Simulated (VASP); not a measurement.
# Sn (P-1) in VASP: settings compared

Sn is run at these levels: revPBE+D3(BJ), revPBE+D4, BLYP+D3(BJ); tasks: single point.

Everything below comes from runs of VASP 6.6.1. Logs are shortened: lines on timing, memory, paths and dates and some standing lists are left out, and cuts for length are marked.

## Step 1: The cell of the first run

The typed cell holds 1 atom: a = 3.260 Å, b = 3.244 Å, c = 3.299 Å, α = 116.62°, β = 116.32°, γ = 94.86°.

## Step 2: Single point, revPBE+D3(BJ)

The input, INCAR:

```
PREC = Accurate
ENCUT = 520
EDIFF = 1E-6
ISMEAR = -1
SIGMA = 0.05
LREAL = F
LASPH = T
NELM = 60
ALGO = Fast
ISIF = 2
LWAVE = F
LCHARG = T
GGA = RE
IVDW = 12
LELF = T
LVHAR = T
NBANDS = 13
```

The input, KPOINTS:

```
regular mesh
0
Gamma
  10 9 10
```

The input, POSCAR:

```
Sn
1.0
   -1.6816192566      1.7111904342      2.2075121800
    1.6933226221     -1.6880504746      2.1929032946
    1.7438652983      1.7486340983     -2.1870846535
Sn
1
Direct
    0.0000000000      0.0000000000      0.0000000000
```

Potentials or basis: VASP PAW PBE potentials, release 64 (Sn_d).

Command:

```console
cat potpaw_PBE.64/Sn_d/POTCAR > POTCAR
mpirun -np 1 vasp_std > vasp.out
```

OUTCAR:

```text
PREC = Accurate
   ENCUT = 520
   EDIFF = 1E-6
   ISMEAR = -1
   LREAL = F
   LASPH = T
   NELM = 60
   ISIF = 2
   GGA = RE
   IVDW = 12
 IVDW          = 12

 ion  position               nearest neighbor table
   1  0.000  0.000  0.000-

  LATTYP: Found a triclinic cell.
 ALAT       =     3.2443305576
 B/A-ratio  =     1.3563636013
 C/A-ratio  =     1.0596105001
 COS(alpha) =     0.0044443675
 COS(beta)  =     0.5138256029
 COS(gamma) =     0.6745589170

  Lattice vectors:

 A1 = (  -1.6933226221,   1.6880504746,  -2.1929032946)
 A2 = (  -0.0117033655,  -0.0231399596,  -4.4004154746)
 A3 = (  -3.4371879204,  -0.0605836237,  -0.0058186411)

Analysis of symmetry for initial positions (statically):
=====================================================================
 Subroutine PRICEL returns:
 Original cell was already a primitive cell.

 Routine SETGRP: Setting up the symmetry group for a
 triclinic supercell.

 Subroutine GETGRP returns: Found  2 space group operations
 (whereof  2 operations were pure point group operations)
 out of a pool of  2 trial point group operations.

The static configuration has the point symmetry S_2 .

Analysis of symmetry for dynamics (positions and initial velocities):
=====================================================================
 Subroutine PRICEL returns:
 Original cell was already a primitive cell.

 Routine SETGRP: Setting up the symmetry group for a
 triclinic supercell.

 Subroutine GETGRP returns: Found  2 space group operations
 (whereof  2 operations were pure point group operations)
 out of a pool of  2 trial point group operations.

The dynamic configuration has the point symmetry S_2 .

 Subroutine INISYM returns: Found  2 space group operations
 (whereof  2 operations are pure point group operations),
 and found     1 'primitive' translations

----------------------------------------------------------------------------------------

                                     Primitive cell

  volume of cell :      26.1558

  direct lattice vectors                    reciprocal lattice vectors
    -1.681619257  1.711190434  2.207512180    -0.005454858  0.287797249  0.225752370
     1.693322622 -1.688050475  2.192903295     0.290667798 -0.006566811  0.226512740
     1.743865298  1.748634098 -2.187084653     0.285935300  0.283901013 -0.002253393

  length of vectors
     3.260234049  3.244330558  3.298806856     0.365815725  0.368563309  0.402943990

  position of ions in fractional coordinates (direct lattice)
     0.000000000  0.000000000  0.000000000

  ion indices of the primitive-cell ions
   primitive index   ion index
                 1           1

----------------------------------------------------------------------------------------

 KPOINTS: regular mesh

Automatic generation of k-mesh.
 Grid dimensions read from file:
 generate k-points for:   10    9   10

 Generating k-lattice:

  Cartesian coordinates                     Fractional coordinates (reciprocal lattice)
    -0.000545486  0.028779725  0.022575237     0.100000000 -0.000000000  0.000000000
     0.032296422 -0.000729646  0.025168082    -0.000000000  0.111111111  0.000000000
     0.028593530  0.028390101 -0.000225339    -0.000000000  0.000000000  0.100000000

  Length of vectors
     0.036581572  0.040951479  0.040294399

  Shift w.r.t. Gamma in fractional coordinates (k-lattice)
     0.000000000  0.000000000  0.000000000

 Subroutine IBZKPT returns following result:
 ===========================================

 Found    452 irreducible k-points:

 Following reciprocal coordinates:
            Coordinates               Weight
  0.000000  0.000000  0.000000      1.000000
  0.100000 -0.000000  0.000000      2.000000
  0.200000 -0.000000  0.000000      2.000000
  0.300000  0.000000 -0.000000      2.000000
  0.400000  0.000000  0.000000      2.000000
  0.500000 -0.000000 -0.000000      1.000000
[... 16 lines left out ...]
 -0.400000  0.222222 -0.000000      2.000000
 -0.300000  0.222222 -0.000000      2.000000
 [... further k-points ...]
   k-points           NKPTS =    452   k-points in BZ     NKDIM =    452   number of bands    NBANDS=     13
   number of dos      NEDOS =    301   number of ions     NIONS =      1
   total plane-waves  NPLWV =  16128
   dimension x,y,z NGX =    24 NGY =   24 NGZ =   28
   dimension x,y,z NGXF=    48 NGYF=   48 NGZF=   56
   ions per type =               1
   NGX,Y,Z   is equivalent  to a cutoff of  12.24, 12.30, 14.11 a.u.
   NGXF,Y,Z  is equivalent  to a cutoff of  24.48, 24.60, 28.22 a.u.
 SYSTEM =  unknown system
   PREC   = accura    normal or accurate (medium, high low for compatibility)
   ISTART =      0    job   : 0-new  1-cont  2-samecut
   ICHARG =      2    charge: 1-file 2-atom 10-const
   ISPIN  =      1    spin polarized calculation?
   LNONCOLLINEAR =      F non collinear calculations
   LSORBIT =      F    spin-orbit coupling
   LASPH  =      T    aspherical Exc in radial PAW
   ENCUT  =  520.0 eV  38.22 Ry    6.18 a.u.   6.06  6.03  6.13*2*pi/ulx,y,z
   NELM   =     60;   NELMIN=  2; NELMDL= -5     # of ELM steps
   EDIFF  = 0.1E-05   stopping-criterion for ELM
   LREAL  =      F    real-space projection
   EDIFFG = 0.1E-04   stopping-criterion for IOM
   NSW    =      0    number of steps for IOM
   IBRION =     -1    ionic relax: 0-MD 1-quasi-New 2-CG
   NFREE  =      0    steps in history (QN), initial steepest desc. (CG)
   ISIF   =      2    stress and relaxation
   ISYM   =      2    0-nonsym 1-usesym 2-fastsym
   POTIM  = 0.5000    time-step for ionic-motion
   TEBEG  =    0.0;   TEEND  =   0.0 temperature during run
   PSTRESS=    0.0 pullay stress
   NELECT =      14.0000    total number of electrons
   NUPDOWN=      -1.0000    fix difference up-down
   EMIN   =  10.00;   EMAX   =-10.00  energy-range for DOS
   EFERMI =   0.00;   METHOD = LEGACY
   ISMEAR =    -1;   SIGMA  =   0.05  broadening in eV -4-tet -1-fermi 0-gaus
   EFERMI_NEDOS =   21; number of points for ismear=-14 and -15
   IALGO  =     68    algorithm
   IMIX   =      4    mixing-type and parameters
     AMIX     =   0.40;   BMIX     =  1.00
     AMIX_MAG =   1.60;   BMIX_MAG =  1.00
  volume/ion in A,a.u.               =      26.16       176.51
  Fermi-wavevector in a.u.,A,eV,Ry     =   1.329214  2.511850 24.038899  1.766809
  Thomas-Fermi vector in A             =   2.458393
   LORBIT       =      0    0 simple, 1 ext, 2 COOP (PROOUT), +10 PAW based schemes
   GGA     = RE    functional components
   LHFCALC =     F    Hartree Fock is set to
   AEXX    =    0.0000 exact exchange contribution
   IVDW    =    12    specifies the selected vdW correction
   LEPSILON=     F    determine dielectric tensor
   LRPA    =     F    only Hartree local field effects (RPA)
 non-spin polarized calculation
 RMM-DIIS sequential band-by-band and
  energy-cutoff  :      520.00
  volume of cell :       26.16
 maximum number of plane-waves:       728
   NGX = 13   NGY = 13   NGZ = 13

 number of electron      14.0000003 magnetization

 Free energy of the ion-electron system (eV)
  ---------------------------------------------------
  ext. energy  EPLUGINS =         0.00000000
  ---------------------------------------------------
  free energy    TOTEN  =        -3.45451381 eV

  energy without entropy =       -3.45113990  energy(sigma->0) =       -3.45282686

 E-fermi :   8.6733     XC(G=0): -10.4896

 val. band max:        8.6482106868   @ k =   0.2000   0.3333   0.1000
 cond. band min:       8.6740365040   @ k =  -0.4000  -0.4444   0.3000
 fundamental gap:      0.0258258171
 Fermi energy:         8.6733143449

 k-point     1 :       0.0000    0.0000    0.0000
  band No.  band energies     occupation
      1     -12.9832      2.00000
      2     -12.9510      2.00000
      3     -12.9034      2.00000
      4     -12.9016      2.00000
      5     -12.8209      2.00000
      6      -2.7171      2.00000
      7      16.5546      0.00000
      8      16.8703      0.00000
      9      16.9447      0.00000
     10      19.4509      0.00000
     11      20.5556      0.00000
     12      20.8404      0.00000
     13      21.1976      0.00000

 k-point     2 :       0.1000   -0.0000    0.0000
  band No.  band energies     occupation
      1     -12.9754      2.00000
      2     -12.9469      2.00000
      3     -12.8997      2.00000
      4     -12.8967      2.00000
      5     -12.8238      2.00000
      6      -2.5064      2.00000
      7      14.4854      0.00000
      8      16.4455      0.00000
      9      16.6298      0.00000
     10      18.9378      0.00000
     11      21.1630      0.00000
     12      21.5234      0.00000
     13      21.9243      0.00000

 k-point     3 :       0.2000   -0.0000    0.0000
  band No.  band energies     occupation
      1     -12.9633      2.00000
      2     -12.9458      2.00000
      3     -12.8934      2.00000
      4     -12.8676      2.00000
      5     -12.8267      2.00000
      6      -1.8731      2.00000
      7      11.2111      0.00000
      8      15.5232      0.00000
      9      16.2033      0.00000
     10      18.7331      0.00000
     11      20.1671      0.00000
     12      21.2635      0.00000
     13      22.8553      0.00000
[... 305 lines left out ...]
 k-point    23 :      -0.4000    0.2222   -0.0000
  band No.  band energies     occupation
      1     -12.9897      2.00000
      2     -12.9292      2.00000
      3     -12.8546      2.00000
      4     -12.8314      2.00000
      5     -12.7801      2.00000
      6       0.3755      2.00000
      7       8.1979      1.99985
      8      11.2068      0.00000
      9      12.7585      0.00000
     10      16.0956      0.00000
     11      19.2275      0.00000
     12      22.5589      0.00000
     13      25.8779      0.00000

 k-point    24 :      -0.3000    0.2222   -0.0000
  band No.  band energies     occupation
      1     -12.9950      2.00000
      2     -12.9255      2.00000
      3     -12.8502      2.00000
      4     -12.8465      2.00000
      5     -12.8100      2.00000
      6      -0.7563      2.00000
      7      10.9134      0.00000
      8      12.5580      0.00000
      9      13.1328      0.00000
     10      16.2925      0.00000
     11      17.0739      0.00000
     12      23.5264      0.00000
     13      26.0840      0.00000

 [... further k-points ...]

------------------------ aborting loop because EDIFF is reached ----------------------------------------

 Edisp (eV)   -0.73748

 E8    (eV) :    -0.5374

  FORCE on cell =-STRESS in cart. coord.  units (eV):
  Direction    XX          YY          ZZ          XY          YZ          ZX
  --------------------------------------------------------------------------------------
  -------------------------------------------------------------------------------------
  Total       0.00206    -0.00223     0.00164     0.00216     0.00099     0.00094
  in kB       0.12596    -0.13654     0.10044     0.13235     0.06042     0.05735
  external pressure =        0.03 kB  Pullay stress =        0.00 kB

 VOLUME and BASIS-vectors are now :
 -----------------------------------------------------------------------------
  energy-cutoff  :      520.00
  volume of cell :       26.16
      direct lattice vectors                 reciprocal lattice vectors
    -1.681619257  1.711190434  2.207512180    -0.005454858  0.287797249  0.225752370
     1.693322622 -1.688050475  2.192903295     0.290667798 -0.006566811  0.226512740
     1.743865298  1.748634098 -2.187084653     0.285935300  0.283901013 -0.002253393

 POSITION                                       TOTAL-FORCE (eV/Angst)
 -----------------------------------------------------------------------------------
      0.00000      0.00000      0.00000        -0.000000      0.000000      0.000000
 -----------------------------------------------------------------------------------
    total drift:                               -0.000000     -0.000000      0.000000

  FREE ENERGIE OF THE ION-ELECTRON SYSTEM (eV)
  ---------------------------------------------------
  free  energy   TOTEN  =        -4.1919920134 eV

  energy  without entropy=       -4.1886181049  energy(sigma->0) =       -4.19030506
```

Run time: 50 s. Hardware: 1 thread of Intel Xeon 6975P-C (Granite Rapids), shared host; peak memory 0.26 GiB.

What came out:

| Quantity | Value |
| --- | --- |
| Free energy | -4.1920 eV |
| Pressure | 0.0 GPa |
| Band gap on the k mesh | zero (band 7 reaches 16.55 eV, above the bottom of band 8 at 6.46 eV) |
| Dispersion energy per atom | -0.737 eV |

Levels at points of the mesh, in eV from the Fermi level:
```csv
k point,band 5,band 6,band 7,band 8,band 9,band 10
"(0.00, 0.00, 0.00)",-21.49,-11.39,7.88,8.20,8.27,10.78
"(0.50, 0.00, 0.00)",-21.43,-6.89,-4.84,5.26,6.80,9.58
"(0.00, 0.00, 0.50)",-21.41,-5.59,-4.21,2.64,3.19,6.37
"(0.50, 0.00, 0.50)",-21.43,-6.72,-4.79,4.98,6.65,9.23
```

Caveat: the PAW data sets were made with another functional, which shifts forces and pressure a little; spin-orbit coupling is left out, which moves the levels of the heavy elements; pairwise dispersion overbinds metals, which lowers pressure and volume.

## Step 3: Single point, revPBE+D4

This run uses another cell than the first one, of 26.49 Å³/atom, 1.013 times its volume.

The input, INCAR:

```
ALGO = Fast
EDIFF = 1E-6
ENCUT = 520
GGA = RE
ISIF = 2
ISMEAR = -1
IVDW = 13
LASPH = True
LCHARG = False
LREAL = False
LWAVE = False
NBANDS = 13
NELM = 100
PREC = Accurate
SIGMA = 0.05
```

The input, KPOINTS:

```
k-points
0
Gamma
  10 9 10
```

The input, POSCAR:

```
Sn
1.0
   -1.6769988261      1.7016417703      2.2223169382
    1.6926155312     -1.6829132288      2.2164944800
    1.7569952985      1.7606498888     -2.2067074595
Sn
1
Direct
    0.0000000000      0.0000000000      0.0000000000
```

Potentials or basis: VASP PAW PBE potentials, release 64 (Sn_d).

Command:

```console
cat potpaw_PBE.64/Sn_d/POTCAR > POTCAR
mpirun -np 1 vasp_std > vasp.out
```

Wall time 45 s (1 thread of Intel Xeon 6975P-C (Granite Rapids), shared host); peak memory 0.25 GiB.

The run converged. Its results:

```yaml
Free_energy: -4.1118 eV
Pressure: 0.0 GPa
Band_gap_on_the_k_mesh: zero (band 7 reaches 16.32 eV, above the bottom of band 8 at 6.32 eV)
Dispersion_energy_per_atom: -0.649 eV
```

Levels at points of the mesh, in eV from the Fermi level:
```
           k point  band 4  band 5  band 6  band 7  band 8  band 9  band 10  band 11
(0.00, 0.00, 0.00)  -21.58  -21.50  -11.30    7.80    8.05    8.12    10.74    11.80
(0.50, 0.00, 0.00)  -21.48  -21.44   -6.85   -4.78    5.15    6.72     9.40    10.47
(0.00, 0.00, 0.50)  -21.46  -21.43   -5.65   -4.18    2.68    3.14     6.37     6.45
(0.50, 0.00, 0.50)  -21.47  -21.44   -6.71   -4.74    4.92    6.62     9.11    10.47
```

Caveat: the PAW data sets were made with another functional, which shifts forces and pressure a little; spin-orbit coupling is left out, which moves the levels of the heavy elements; pairwise dispersion overbinds metals, which lowers pressure and volume.

[end of part 1 of 2]
